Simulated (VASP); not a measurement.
A run of VASP 6.6.1:

Contents of INCAR:

```
SYSTEM = Si3N4
PREC = Accurate ; ENCUT = 520
EDIFF = 1E-7 ; ISMEAR = -1
SIGMA = 0.02 ; LREAL = .FALSE.
LASPH = .TRUE. ; NELM = 100
ALGO = Normal ; ISIF = 2
LWAVE = .FALSE. ; LCHARG = .FALSE.
GGA = PE ; IBRION = 2
NSW = 80 ; EDIFFG = -0.02
```

KPOINTS

```
Automatic mesh
0
G
  4 4 9
  0 0 0
```

Contents of POSCAR:

```
Si3N4
1.0
    7.5140549481      0.0000000000      0.0000000000
   -3.7570274740      6.5073624704      0.0000000000
    0.0000000000      0.0000000000      2.8740249029
Si N
6 8
Direct
    0.1740483666      0.7679428916      0.2500000000
    0.4061054750      0.1740483666      0.7500000000
    0.2320571084      0.4061054750      0.2500000000
    0.8259516334      0.2320571084      0.7500000000
    0.5938945250      0.8259516334      0.2500000000
    0.7679428916      0.5938945250      0.7500000000
    0.3333333333      0.6666666667      0.2500000000
    0.6666666667      0.3333333333      0.7500000000
    0.3297879503      0.0300001295      0.2500000000
    0.2997878208      0.3297879503      0.7500000000
    0.9699998705      0.2997878208      0.2500000000
    0.6702120497      0.9699998705      0.7500000000
    0.7002121792      0.6702120497      0.2500000000
    0.0300001295      0.7002121792      0.7500000000
```

Potentials or basis: VASP PAW PBE potentials, release 64 (Si, N).

Run with:

```bash
$ cat potpaw_PBE.64/Si/POTCAR potpaw_PBE.64/N/POTCAR > POTCAR
$ mpirun -np 1 vasp_std > vasp.out
```

Hardware: 1 thread of Oxide Virtual Turin-like Processor (shared host).

Task: How long does it take, and how much memory?

Result: It took 15 min on 1 thread of Oxide Virtual Turin-like Processor (shared host), peak memory 0.27 GiB. Counts: scf iterations 67, k points 20, ion steps 9.
